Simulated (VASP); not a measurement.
# LiMg6Mo: single point with PBE

Crystal: LiMg6Mo.

```
Mo Mg Li
1.0
     4.33937    0.00000    0.00000
     0.00000    4.25514    4.36871
     0.00000   -4.25514    4.36871
Mo Mg Li
1 6 1
Direct
  0.00000 0.12263 0.12263
  0.50000 0.35408 0.35408
  0.50000 0.89297 0.89297
  0.50000 0.36744 0.88049
  0.50000 0.88049 0.36744
  0.00000 0.12829 0.62259
  0.00000 0.62259 0.12829
  0.00000 0.63151 0.63151
```

```json
{
  "Program": "VASP 6.6.1",
  "Task": "single point",
  "Functional": "PBE",
  "Potentials or basis": "VASP PAW PBE potentials, release 64 (Mo_sv, Mg, Li_sv)",
  "Cutoff": "520 eV",
  "k mesh": "6 × 5 × 5",
  "Occupations": "fermi-dirac, width 0.05 eV",
  "Spin": "no spin polarisation"
}
```

```json
{"Largest force": "0.067 eV/Å", "Band gap on the k mesh": "zero (an odd number of electrons rules out a gap without spin polarisation)"}
```

Forces in eV/Å, atoms in the order of the input:
```
Mo   0.000  0.000  0.028
Mg   0.000  0.000  0.067
Mg   0.000  0.000 -0.043
Mg   0.000  0.001  0.012
Mg   0.000 -0.001  0.012
Mg   0.000 -0.029 -0.012
Mg   0.000  0.029 -0.012
Li   0.000  0.000 -0.052
```

Levels at points of the mesh, in eV from the Fermi level:
```
           k point  band 10  band 11  band 12  band 13  band 14  band 15  band 16  band 17  band 18  band 19
(0.00, 0.00, 0.00)    -2.60    -0.89    -0.59    -0.47    -0.43     0.40     0.48     0.68     0.74     2.07
(0.50, 0.00, 0.00)    -1.89    -1.70    -0.98    -0.91    -0.89    -0.56     0.46     0.82     1.09     1.20
```

It took 3.3 min on 1 thread of Intel(R) Xeon(R) Platinum 8175M CPU @ 2.50GHz (Skylake/Cascade Lake), on a shared host, peak memory 0.34 GiB.
